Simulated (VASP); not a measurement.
Wanted: the native input for a VASP 6.6.1 run.

| Property | Result |
| --- | --- |
| Task | single point |
| Functional | PBEsol |
| Potentials or basis | VASP PAW PBE potentials, release 64 (Au) |
| Cutoff | 500 eV |
| k mesh | 8 × 8 × 8 |
| Occupations | gaussian, width 0.01 eV |
| Spin | non-collinear spin, zero start, spin-orbit coupling |
| Starting moments | [[0.0, 0.0, 0.0]] μB |
| Dipole correction | no |
| Further INCAR settings | ALGO = Normal; EDIFF = 1e-06; NBANDS = 22 |

The structure of Au lies in POSCAR:

```
Au
1.0
    0.0000000000      2.0350000000      2.0350000000
    2.0350000000      0.0000000000      2.0350000000
    2.0350000000      2.0350000000      0.0000000000
Au
1
Direct
    0.0000000000      0.0000000000      0.0000000000
```

These files were run (other wordings do the same):

INCAR

```
SYSTEM = Au
ALGO = Normal ; EDIFF = 1E-6
ENCUT = 500 ; GGA = PS
GGA_COMPAT = .FALSE. ; ISIF = 2
ISMEAR = 0 ; LASPH = .TRUE.
LCHARG = .FALSE. ; LMAXMIX = 4
LORBIT = 11 ; LORBMOM = .TRUE.
LREAL = .FALSE. ; LSORBIT = .TRUE.
LWAVE = .FALSE. ; MAGMOM = 0 0 0
NBANDS = 22 ; NELM = 200
PREC = Accurate ; SIGMA = 0.01
```

KPOINTS

```
k-points
0
G
  8 8 8
  0 0 0
```

Potentials or basis: VASP PAW PBE potentials, release 64 (Au).

Run with:

```sh
$ cat potpaw_PBE.64/Au/POTCAR > POTCAR
$ mpirun -np 1 vasp_ncl > vasp.out
```

Results of the run:

```json
{
 "Pressure": "1.4 GPa",
 "Net moment": "0.00 μB per cell",
 "Valence electrons inside the program's atomic spheres": "Au 9.65"
}
```

Caveat: the PAW data sets were made with another functional, which shifts forces and pressure a little.

Wall time 18 s on 1 thread of AMD EPYC 9R45 (Zen 5), with other jobs on the host, peak memory 0.17 GiB.
